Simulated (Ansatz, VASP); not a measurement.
**Cs: VASP beside Ansatz**

File INCAR:

```
PREC     = Accurate       # precision mode
ENCUT    = 520            # plane-wave cutoff, eV
EDIFF    = 1E-6           # SCF threshold, eV
ISMEAR   = 0              # smearing method
SIGMA    = 0.15           # smearing width, eV
LREAL    = False          # projectors in reciprocal space
LASPH    = True           # aspherical terms in the spheres
NELM     = 80             # most SCF steps
ALGO     = Fast           # electronic algorithm
ISIF     = 2              # what is computed and relaxed
LWAVE    = False          # write WAVECAR
LCHARG   = False          # write CHGCAR
GGA      = PE             # functional
NBANDS   = 10             # bands
```

KPOINTS

```
Automatic mesh
0
Gamma
  12 12 12
```

POSCAR

```
Cs
1.0
   -2.9469375000      2.9469375000      3.0980625000
    2.9469375000     -2.9469375000      3.0980625000
    2.9469375000      2.9469375000     -3.0980625000
Cs
1
Direct
    0.0000000000      0.0000000000      0.0000000000
```

Input for Ansatz:

```yaml
crystal:
  lattice:
    - [-2.9469375, 2.9469375, 3.0980625]
    - [2.9469375, -2.9469375, 3.0980625]
    - [2.9469375, 2.9469375, -3.0980625]
  atoms:
    - { symbol: Cs, position: [0.0, 0.0, 0.0] }
basis:
  ecutwfc: 420
kpoints:
  mp_grid: { grid: [12, 12, 12] }
hamiltonian:
  xc: pbe
scf:
  occupations: { method: gaussian, width: 0.15 }
output:
  forces: true
  stress: true
  eigenvalues: true
```

Change from the starting cell: strain -0.025 along x and y, +0.025 along z, atoms carried along.

Alike in both runs: task single point; functional PBE; k mesh 12 × 12 × 12; occupations gaussian, width 0.15 eV; no spin polarisation.

```csv
,VASP,Ansatz
version,VASP 6.6.1,Ansatz 0.2.0
potentials or method,"VASP PAW PBE potentials, release 64 (Cs_sv), cutoff 520 eV","scalar-relativistic, plane waves, PAW"
valence electrons in the cell,9,9
```

```csv
,VASP,Ansatz,Ansatz less VASP
gap on the k mesh at the Fermi level (eV),none,none,-
pressure (GPa),0.2,0.2,+0.01
```

A gap of «none» marks a metal or a gap that the smearing closes. With one functional, cell and mesh, what is left measures potentials, basis and numerics.

Spin-orbit coupling is off throughout.
